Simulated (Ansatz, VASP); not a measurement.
**One calculation of Al3Ga5N8, two programs**

The input INCAR:

```
ALGO = Normal
EDIFF = 1E-7
EDIFFG = -0.005
ENCUT = 600
GGA = PS
IBRION = 2
ISIF = 3
ISMEAR = 0
LASPH = T
LCHARG = F
LREAL = Auto
LWAVE = F
NELM = 80
NSW = 100
PREC = Accurate
SIGMA = 0.02
```

KPOINTS

```
k-points
0
Gamma
  6 4 4
```

POSCAR

```
Al3Ga5N8
1.0
   -0.0012937913     -0.0007469708     -5.1186959333
    3.1541414910      5.4641195054      0.0015928209
    3.1549955555     -5.4646125998      0.0000000000
Al Ga N
3 5 8
Direct
    0.0021736928      0.1680732246      0.3352474487
    0.0021736928      0.1680732246      0.8328257759
    0.5017033024      0.3316195543      0.6658097771
    0.0014884392      0.6661135640      0.3330567820
    0.0011814473      0.6644723988      0.8322361994
    0.5009328631      0.3310801182      0.1655400591
    0.5010520226      0.8353414650      0.6681154445
    0.5010520226      0.8353414650      0.1672260206
    0.6303023014      0.1707906326      0.3406031029
    0.6303023014      0.1707906326      0.8301875297
    0.6214248735      0.6662129867      0.3331064933
    0.6193081188      0.6596076648      0.8298038324
    0.1288402115      0.3260834242      0.6630417121
    0.1179989321      0.3259350655      0.1629675327
    0.1200328893      0.8402322896      0.6705443154
    0.1200328893      0.8402322896      0.1696879742
```

Input for Ansatz:

```yaml
crystal:
  lattice:
    - [-0.0012937913, -0.0007469708, -5.1186959333]
    - [3.154141491, 5.4641195054, 0.0015928209]
    - [3.1549955555, -5.4646125998, 0.0]
  atoms:
    - { symbol: Al, position: [0.0021736928, 0.1680732246, 0.3352474487] }
    - { symbol: Al, position: [0.0021736928, 0.1680732246, 0.8328257759] }
    - { symbol: Ga, position: [0.0014884392, 0.666113564, 0.333056782] }
    - { symbol: Ga, position: [0.0011814473, 0.6644723988, 0.8322361994] }
    - { symbol: Al, position: [0.5017033024, 0.3316195543, 0.6658097771] }
    - { symbol: Ga, position: [0.5009328631, 0.3310801182, 0.1655400591] }
    - { symbol: Ga, position: [0.5010520226, 0.835341465, 0.6681154445] }
    - { symbol: Ga, position: [0.5010520226, 0.835341465, 0.1672260206] }
    - { symbol: "N", position: [0.6303023014, 0.1707906326, 0.3406031029] }
    - { symbol: "N", position: [0.6303023014, 0.1707906326, 0.8301875297] }
    - { symbol: "N", position: [0.6214248735, 0.6662129867, 0.3331064933] }
    - { symbol: "N", position: [0.6193081188, 0.6596076648, 0.8298038324] }
    - { symbol: "N", position: [0.1288402115, 0.3260834242, 0.6630417121] }
    - { symbol: "N", position: [0.1179989321, 0.3259350655, 0.1629675327] }
    - { symbol: "N", position: [0.1200328893, 0.8402322896, 0.6705443154] }
    - { symbol: "N", position: [0.1200328893, 0.8402322896, 0.1696879742] }
basis:
  ecutwfc: 420
kpoints:
  mp_grid: { grid: [6, 4, 4] }
hamiltonian:
  xc: pbesol
scf:
  occupations: { method: gaussian, width: 0.02 }
output:
  forces: true
  stress: true
  eigenvalues: true
relax:
  adjacent_minimum: "off"
  f_tol: 0.005
  max_steps: 80
  cell: { stress_tol: 0.05 }
```

Alike in both runs: task relaxation of cell and atoms; functional PBEsol; k mesh 6 × 4 × 4; occupations gaussian, width 0.02 eV; no spin polarisation.

```csv
,VASP,Ansatz
version,VASP 6.6.1,Ansatz 0.2.0
potentials or method,"VASP PAW PBE potentials, release 64 (Al, Ga_d, N), cutoff 600 eV","scalar-relativistic, plane waves, PAW"
valence electrons in the cell,114,114
```

```tsv
	VASP	Ansatz	Ansatz less VASP
gap on the k mesh at the Fermi level, each at its own relaxed structure (eV)	2.66	2.63	-0.029
relaxed volume (Å³/atom)	11.01	11.03	+0.015
relaxed cell length with the largest relative difference (Å)	5.116	5.119	+0.0026
```

VASP's potentials were made for PBE, not for PBEsol.
